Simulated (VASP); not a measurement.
# WC (Pm) in VASP: further runs

Runs on WC. Level: PBEsol. Tasks: single point.

Everything below comes from runs of VASP 6.6.1. Logs are shortened: lines on timing, memory, paths and dates and some standing lists are left out, and cuts for length are marked.

## (1) The cell of the first run

It takes space group Pm (No. 6, monoclinic). Conventional cell: a = 2.901 Å, b = 2.829 Å, c = 2.901 Å, α = 90.00°, β = 120.00°, γ = 90.00°. W (site symmetry m) has 6 C at 1.99 to 2.54 Å within 2.6 Å. C (site symmetry m) has 6 W at 1.99 to 2.54 Å within 2.6 Å.

## (2) Single point, PBEsol (atom 1 (W) moved by (-0.450, +0.000) A along [1 1 0] and z)

INCAR

```
PREC = Accurate
ENCUT = 520
EDIFF = 1E-6
ISMEAR = 0
SIGMA = 0.15
LREAL = F
LASPH = T
NELM = 60
ALGO = Normal
ISIF = 2
LWAVE = F
LCHARG = F
GGA = PS
NBANDS = 16
```

KPOINTS

```
regular mesh
0
Gamma
  6 6 6
```

POSCAR

```
WC
1.0
    2.9005014360      0.0000000000      0.0000000000
   -1.4502507180      2.5119079273      0.0000000000
    0.0000000000      0.0000000000      2.8290000000
W C
1 1
Direct
   -0.1730424181     -0.1266758419      0.0000000000
    0.6666666667      0.3333333333      0.5000000000
```

Potentials or basis: VASP PAW PBE potentials, release 64 (W_sv, C).

Launch:

```sh
$ cat potpaw_PBE.64/W_sv/POTCAR potpaw_PBE.64/C/POTCAR > POTCAR
$ mpirun -np 1 vasp_std > vasp.out
```

OUTCAR:

```text
PREC = Accurate
   ENCUT = 520
   EDIFF = 1E-6
   ISMEAR = 0
   LREAL = F
   LASPH = T
   NELM = 60
   ISIF = 2
   GGA = PS

 ion  position               nearest neighbor table
   1  0.827  0.873  0.000-   2 1.99   2 1.99   2 2.15   2 2.15   2 2.54   2 2.54
   2  0.667  0.333  0.500-   1 1.99   1 1.99   1 2.15   1 2.15   1 2.54   1 2.54

  LATTYP: Found a hexagonal cell.
 ALAT       =     2.9005014360
 C/A-ratio  =     0.9753485949

  Lattice vectors:

 A1 = (   2.9005014360,   0.0000000000,   0.0000000000)
 A2 = (  -1.4502507180,   2.5119079273,   0.0000000000)
 A3 = (   0.0000000000,   0.0000000000,   2.8290000000)

Analysis of symmetry for initial positions (statically):
=====================================================================
 Subroutine PRICEL returns:
 Original cell was already a primitive cell.

 Routine SETGRP: Setting up the symmetry group for a
 hexagonal supercell.

 Subroutine GETGRP returns: Found  2 space group operations
 (whereof  2 operations were pure point group operations)
 out of a pool of 24 trial point group operations.

The static configuration has the point symmetry C_1h.

Analysis of symmetry for dynamics (positions and initial velocities):
=====================================================================
 Subroutine PRICEL returns:
 Original cell was already a primitive cell.

 Routine SETGRP: Setting up the symmetry group for a
 hexagonal supercell.

 Subroutine GETGRP returns: Found  2 space group operations
 (whereof  2 operations were pure point group operations)
 out of a pool of 24 trial point group operations.

The dynamic configuration has the point symmetry C_1h.

 Subroutine INISYM returns: Found  2 space group operations
 (whereof  2 operations are pure point group operations),
 and found     1 'primitive' translations

----------------------------------------------------------------------------------------

                                     Primitive cell

  volume of cell :      20.6115

  direct lattice vectors                    reciprocal lattice vectors
     2.900501436  0.000000000  0.000000000     0.344767973  0.199051882  0.000000000
    -1.450250718  2.511907927  0.000000000     0.000000000  0.398103764  0.000000000
     0.000000000  0.000000000  2.829000000     0.000000000  0.000000000  0.353481796

  length of vectors
     2.900501436  2.900501436  2.829000000     0.398103764  0.398103764  0.353481796

  position of ions in fractional coordinates (direct lattice)
     0.826957582  0.873324158  0.000000000
     0.666666667  0.333333333  0.500000000

  ion indices of the primitive-cell ions
   primitive index   ion index
                 1           1
                 2           2

----------------------------------------------------------------------------------------

 KPOINTS: regular mesh

Automatic generation of k-mesh.
 Grid dimensions read from file:
 generate k-points for:    6    6    6

 Generating k-lattice:

  Cartesian coordinates                     Fractional coordinates (reciprocal lattice)
     0.057461329  0.033175314  0.000000000     0.166666667 -0.000000000  0.000000000
     0.000000000  0.066350627  0.000000000     0.000000000  0.166666667  0.000000000
     0.000000000  0.000000000  0.058913633     0.000000000  0.000000000  0.166666667

  Length of vectors
     0.066350627  0.066350627  0.058913633

  Shift w.r.t. Gamma in fractional coordinates (k-lattice)
     0.000000000  0.000000000  0.000000000

 Subroutine IBZKPT returns following result:
 ===========================================

 Found     80 irreducible k-points:

 Following reciprocal coordinates:
            Coordinates               Weight
  0.000000  0.000000  0.000000      1.000000
  0.166667 -0.000000  0.000000      2.000000
  0.000000  0.166667  0.000000      2.000000
 -0.166667  0.166667  0.000000      2.000000
  0.333333 -0.000000  0.000000      2.000000
  0.000000  0.333333  0.000000      2.000000
[... 16 lines left out ...]
  0.000000  0.166667  0.166667      4.000000
 -0.166667  0.166667  0.166667      4.000000
 [... further k-points ...]
   k-points           NKPTS =     80   k-points in BZ     NKDIM =     80   number of bands    NBANDS=     16
   number of dos      NEDOS =    301   number of ions     NIONS =      2
   total plane-waves  NPLWV =  13824
   dimension x,y,z NGX =    24 NGY =   24 NGZ =   24
   dimension x,y,z NGXF=    48 NGYF=   48 NGZF=   48
   ions per type =               1   1
   NGX,Y,Z   is equivalent  to a cutoff of  13.76, 13.76, 14.10 a.u.
   NGXF,Y,Z  is equivalent  to a cutoff of  27.51, 27.51, 28.21 a.u.
 SYSTEM =  unknown system
   PREC   = accura    normal or accurate (medium, high low for compatibility)
   ISTART =      0    job   : 0-new  1-cont  2-samecut
   ICHARG =      2    charge: 1-file 2-atom 10-const
   ISPIN  =      1    spin polarized calculation?
   LNONCOLLINEAR =      F non collinear calculations
   LSORBIT =      F    spin-orbit coupling
   LASPH  =      T    aspherical Exc in radial PAW
   ENCUT  =  520.0 eV  38.22 Ry    6.18 a.u.   5.39  5.39  5.26*2*pi/ulx,y,z
   NELM   =     60;   NELMIN=  2; NELMDL= -5     # of ELM steps
   EDIFF  = 0.1E-05   stopping-criterion for ELM
   LREAL  =      F    real-space projection
   EDIFFG = 0.1E-04   stopping-criterion for IOM
   NSW    =      0    number of steps for IOM
   IBRION =     -1    ionic relax: 0-MD 1-quasi-New 2-CG
   NFREE  =      0    steps in history (QN), initial steepest desc. (CG)
   ISIF   =      2    stress and relaxation
   ISYM   =      2    0-nonsym 1-usesym 2-fastsym
   POTIM  = 0.5000    time-step for ionic-motion
   TEBEG  =    0.0;   TEEND  =   0.0 temperature during run
   PSTRESS=    0.0 pullay stress
   NELECT =      18.0000    total number of electrons
   NUPDOWN=      -1.0000    fix difference up-down
   EMIN   =  10.00;   EMAX   =-10.00  energy-range for DOS
   EFERMI =   0.00;   METHOD = LEGACY
   ISMEAR =     0;   SIGMA  =   0.15  broadening in eV -4-tet -1-fermi 0-gaus
   EFERMI_NEDOS =   21; number of points for ismear=-14 and -15
   IALGO  =     38    algorithm
   IMIX   =      4    mixing-type and parameters
     AMIX     =   0.40;   BMIX     =  1.00
     AMIX_MAG =   1.60;   BMIX_MAG =  1.00
  volume/ion in A,a.u.               =      10.31        69.55
  Fermi-wavevector in a.u.,A,eV,Ry     =   1.564813  2.957068 33.315762  2.448639
  Thomas-Fermi vector in A             =   2.667381
   LORBIT       =      0    0 simple, 1 ext, 2 COOP (PROOUT), +10 PAW based schemes
   GGA     = PS    functional components
   LHFCALC =     F    Hartree Fock is set to
   AEXX    =    0.0000 exact exchange contribution
   IVDW    =     0    specifies the selected vdW correction
   LEPSILON=     F    determine dielectric tensor
   LRPA    =     F    only Hartree local field effects (RPA)
 non-spin polarized calculation
 Gauss-broadening in eV      SIGMA  =   0.15
  energy-cutoff  :      520.00
  volume of cell :       20.61
 maximum number of plane-waves:       580
 NGX is ok and might be reduce to    24
   NGX = 11   NGY = 11   NGZ = 11

 number of electron      18.0000000 magnetization

 Free energy of the ion-electron system (eV)
  ---------------------------------------------------
  ext. energy  EPLUGINS =         0.00000000
  ---------------------------------------------------
  free energy    TOTEN  =       -22.63722346 eV

  energy without entropy =      -22.63079956  energy(sigma->0) =      -22.63401151

 E-fermi :  11.5431     XC(G=0): -13.9248

 val. band max:       11.5330001408   @ k =   0.0000   0.0000   0.5000
 cond. band min:      11.5705565011   @ k =  -0.3333   0.3333   0.0000
 fundamental gap:      0.0375563603
 Fermi energy:        11.5430914602

 k-point     1 :       0.0000    0.0000    0.0000
  band No.  band energies     occupation
      1     -62.6943      2.00000
      2     -26.8200      2.00000
      3     -26.6606      2.00000
      4     -26.5509      2.00000
      5      -3.5467      2.00000
      6       6.2322      2.00000
[... 8 lines left out ...]
     15      25.6891      0.00000
     16      26.6614      0.00000

 k-point     2 :       0.1667   -0.0000    0.0000
  band No.  band energies     occupation
      1     -62.6795      2.00000
      2     -26.7945      2.00000
      3     -26.7606      2.00000
      4     -26.7087      2.00000
      5      -2.9775      2.00000
      6       6.4853      2.00000
[... 8 lines left out ...]
     15      23.3931      0.00000
     16      29.8810      0.00000

 k-point     3 :       0.0000    0.1667    0.0000
  band No.  band energies     occupation
      1     -62.6789      2.00000
      2     -26.8715      2.00000
      3     -26.7879      2.00000
      4     -26.6185      2.00000
      5      -2.7659      2.00000
      6       6.0470      2.00000
[... 8 lines left out ...]
     15      25.1640      0.00000
     16      28.3552      0.00000

 k-point     4 :      -0.1667    0.1667    0.0000
  band No.  band energies     occupation
      1     -62.6790      2.00000
      2     -26.8725      2.00000
      3     -26.7887      2.00000
      4     -26.6146      2.00000
      5      -2.7900      2.00000
      6       6.1780      2.00000
[... 8 lines left out ...]
     15      24.6687      0.00000
     16      27.4369      0.00000
[... 324 lines left out ...]
 k-point    22 :       0.1667   -0.0000    0.1667
  band No.  band energies     occupation
      1     -62.6685      2.00000
      2     -27.0031      2.00000
      3     -26.7412      2.00000
      4     -26.6845      2.00000
      5      -2.3222      2.00000
      6       6.3130      2.00000
[... 8 lines left out ...]
     15      25.0044      0.00000
     16      28.1824      0.00000

 k-point    23 :       0.0000    0.1667    0.1667
  band No.  band energies     occupation
      1     -62.6679      2.00000
      2     -26.9978      2.00000
      3     -26.8438      2.00000
      4     -26.6019      2.00000
      5      -2.1604      2.00000
      6       6.0452      2.00000
[... 8 lines left out ...]
     15      25.0773      0.00000
     16      28.2119      0.00000

 k-point    24 :      -0.1667    0.1667    0.1667
  band No.  band energies     occupation
      1     -62.6680      2.00000
      2     -26.9984      2.00000
      3     -26.8461      2.00000
      4     -26.5971      2.00000
      5      -2.1768      2.00000
      6       6.2586      2.00000
[... 8 lines left out ...]
     15      25.1696      0.00000
     16      28.2485      0.00000

 [... further k-points ...]
[... 5 lines left out ...]
  --------------------------------------------------------------------------------------
  -------------------------------------------------------------------------------------
  Total        0.6297294      3.9537999      5.3221294     -1.3189378      0.0000000      0.0000000
  in kB       48.9502391    307.3374762    413.7007047   -102.5239101      0.0000000      0.0000000
  external PRESSURE =     256.6628067 kB  Pullay stress =       0.0000000 kB

 VOLUME and BASIS-vectors are now :
 -----------------------------------------------------------------------------
  energy-cutoff  :      520.00
  volume of cell :       20.61
      direct lattice vectors                 reciprocal lattice vectors
     2.900501436  0.000000000  0.000000000     0.344767973  0.199051882  0.000000000
    -1.450250718  2.511907927  0.000000000     0.000000000  0.398103764  0.000000000
     0.000000000  0.000000000  2.829000000     0.000000000  0.000000000  0.353481796

 POSITION                                       TOTAL-FORCE (eV/Angst)
 -----------------------------------------------------------------------------------
      1.13205      2.19371      0.00000         2.088968      4.240229      0.000000
      1.45025      0.83730      1.41450        -2.088968     -4.240229      0.000000
 -----------------------------------------------------------------------------------
    total drift:                                0.000235     -0.000187      0.000000

  FREE ENERGIE OF THE ION-ELECTRON SYSTEM (eV)
  ---------------------------------------------------
  free  energy   TOTEN  =       -22.6372234571 eV

  energy  without entropy=      -22.6307995605  energy(sigma->0) =      -22.63401151
```

Run time: 8.3 s. Hardware: 1 thread of Intel Xeon 6975P-C (Granite Rapids), shared host; peak memory 0.15 GiB.

What came out:

* Free energy: -22.6372 eV
* Pressure: 25.7 GPa
* Largest force: 4.727 eV/Å
* Band gap on the k mesh: zero (band 9 reaches 13.35 eV, above the bottom of band 10 at 11.08 eV)

Forces in eV/Å, atoms in the order of the input:
```
W    2.089  4.240  0.000
C   -2.089 -4.240  0.000
```

Levels at points of the mesh, in eV from the Fermi level:
```tsv
k point	band 6	band 7	band 8	band 9	band 10	band 11	band 12	band 13
(0.00, 0.00, 0.00)	-5.31	-3.65	-2.58	-0.96	1.95	2.47	3.21	3.39
(0.50, 0.00, 0.00)	-6.48	-4.69	-2.62	-0.77	1.11	3.42	4.23	5.21
(0.00, 0.50, 0.00)	-8.79	-5.46	-5.30	0.92	2.03	3.32	5.12	8.78
(0.50, 0.50, 0.00)	-8.16	-5.86	-5.21	1.81	1.82	3.63	5.23	8.25
(0.00, 0.00, 0.50)	-9.20	-4.85	-1.75	-0.78	-0.01	1.25	3.69	8.29
(0.50, 0.00, 0.50)	-8.05	-6.65	-5.88	1.72	4.11	4.69	6.15	7.82
(0.00, 0.50, 0.50)	-5.73	-3.96	-3.72	-1.53	3.48	4.06	4.89	9.15
(0.50, 0.50, 0.50)	-5.92	-4.59	-3.15	-1.35	2.34	3.99	4.86	9.23
```

Caveat: the k points lie up to 0.42 Å⁻¹ apart; the cell differs from its parent crystal (atom 1 (W) moved by (-0.450, +0.000) A along [1 1 0] and z); the PAW data sets were made with another functional, which shifts forces and pressure a little; spin-orbit coupling is left out, which moves the levels of the heavy elements.

[end of part 1 of 2]
